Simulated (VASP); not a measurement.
## NaH: single point with PBE

Crystal: NaH.

```
Na H
1.0
     5.70064    0.00000    0.00000
    -2.85032    4.93690    0.00000
     0.00000    0.00000    3.26017
Na H
3 3
Direct
  0.00000 0.00000 0.00000
  0.33333 0.66667 0.50000
  0.66667 0.33333 0.50000
  0.50000 0.00000 0.00000
  0.50000 0.50000 0.00000
  0.00000 0.50000 0.00000
```

The cell was generated, and may not be a known phase.

```
Program                : VASP 6.6.1
Task                   : single point
Functional             : PBE
Potentials or basis    : VASP PAW PBE potentials, release 64 (Na_pv, H)
Cutoff                 : 520 eV
k mesh                 : 6 × 6 × 6
Occupations            : gaussian, width 0.1 eV
Spin                   : no spin polarisation
Dipole correction      : no
Further INCAR settings : ALGO = Normal; EDIFF = 1e-06; NBANDS = 21
```

```
Pressure               : 0.2 GPa
Band gap on the k mesh : 1.15 eV (least direct gap 1.27 eV)
```

Stress tensor (GPa, compression positive):
```
0.23 0.00 0.00
0.00 0.23 0.00
0.00 0.00 0.14
```

Levels at points of the mesh, in eV from the valence-band top:
```
           k point  band 8  band 9  band 10  band 11  band 12  band 13  band 14  band 15  band 16  band 17
(0.00, 0.00, 0.00)  -22.54  -22.53    -4.42    -0.97    -0.97     2.76     3.22     3.22     4.77    10.60
(0.50, 0.00, 0.00)  -22.53  -22.53    -3.37    -2.78    -1.21     1.15     4.97     6.79     7.35     7.46
(0.00, 0.00, 0.50)  -22.62  -22.60    -2.53     0.00     0.00     1.27     6.37     6.37     6.50     6.50
(0.50, 0.00, 0.50)  -22.61  -22.61    -1.77    -1.19    -0.12     2.46     3.11     5.00     5.27     6.41
```

It took 21 s on 1 thread of Intel(R) Xeon(R) 6975P-C (Granite Rapids), on a shared host, peak memory 0.2 GiB.

A k mesh can miss the band edges.
